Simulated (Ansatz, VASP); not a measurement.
## Mo in VASP and in Ansatz

```xyz
1
Lattice="2.6261 0.0000 0.0000 0.0000 2.6261 0.0000 0.0000 0.0000 2.6261" Properties=species:S:1:pos:R:3 pbc="T T T"
Mo    0.0000    0.0000    0.0000
```

Alike in both runs: task single point; functional r2SCAN; k mesh 14 × 14 × 14; occupations fermi-dirac, width 0.1 eV; no spin polarisation.

|  | VASP | Ansatz |
| --- | --- | --- |
| version | VASP 6.6.1 | Ansatz 0.2.0 |
| potentials or method | VASP PAW PBE potentials, release 64 (Mo_sv), cutoff 550 eV | plane waves (500 eV) with PAW, scalar-relativistic |
| valence electrons in the cell | 14 | 14 |

VASP gave:

| Item | Value |
| --- | --- |
| pressure (GPa) | -7.3 |

Question: Estimate Ansatz's values.

Answer: Pressure (GPa): -8.1.

VASP's potentials were made for PBE, not for r2SCAN.
